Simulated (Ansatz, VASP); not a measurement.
# GaN: VASP beside Ansatz

The input INCAR:

```
  ALGO = Normal
  EDIFF = 1E-6
  ENCUT = 520
  GGA = PE
  ISIF = 2
  ISMEAR = -1
  LASPH = True
  LCHARG = False
  LREAL = False
  LWAVE = False
  NBANDS = 26
  NELM = 100
  PREC = Accurate
  SIGMA = 0.1
```

The input KPOINTS:

```
k-points
0
Gamma
  13 13 7
```

Contents of POSCAR:

```
GaN
1.0
    2.8772638300      0.0000000000      0.0000000000
   -1.4386319150      2.4917835702      0.0000000000
    0.0000000000      0.0000000000      4.7224109561
Ga N
2 2
Direct
    0.3333333333      0.6666666667      0.0011227692
    0.6666666667      0.3333333333      0.5011227692
    0.3333333333      0.6666666667      0.3748772308
    0.6666666667      0.3333333333      0.8748772308
```

Input for Ansatz:

```yaml
crystal:
  lattice:
    - [2.87726383, 0.0, 0.0]
    - [-1.438631915, 2.4917835702, 0.0]
    - [0.0, 0.0, 4.7224109561]
  atoms:
    - { symbol: Ga, position: [0.3333333333, 0.6666666667, 0.0011227692] }
    - { symbol: Ga, position: [0.6666666667, 0.3333333333, 0.5011227692] }
    - { symbol: "N", position: [0.3333333333, 0.6666666667, 0.3748772308] }
    - { symbol: "N", position: [0.6666666667, 0.3333333333, 0.8748772308] }
kpoints:
  mp_grid: { grid: [13, 13, 7] }
scf:
  occupations: { method: fermi_dirac, width: 0.1 }
hamiltonian:
  xc: pbe
  pseudopotentials: { kind: all_electron, lapw: { basis_error: 0.001 } }
output:
  forces: true
  stress: true
  eigenvalues: true
  populations: true
```

Change from the starting cell: volume scaled by 0.72, LAPW.

Alike in both runs: task single point; functional PBE; k mesh 13 × 13 × 7; occupations fermi-dirac, width 0.1 eV; no spin polarisation.

```csv
,VASP,Ansatz
version,VASP 6.6.1,Ansatz 0.2.0
potentials or method,"VASP PAW PBE potentials, release 64 (Ga_d, N), cutoff 520 eV","all-electron LAPW, scalar-relativistic"
```

Ansatz gave:

```
gap on the k mesh at the Fermi level (eV)                     : 3.84
pressure (GPa)                                                : 114.9
traceless stress, the component that is largest in VASP (GPa) : 0.03
```

Q: Estimate VASP's values.

A: gap on the k mesh at the Fermi level (eV): 3.84; pressure (GPa): 114.2; traceless stress, the component that is largest in VASP (GPa): 0.07.

Both programs put the cell under a high pressure, so it lies far from rest at this level. Ansatz ran all-electron here, and VASP with PAW potentials.

Noted on VASP's run: the cell as given lies far from equilibrium.
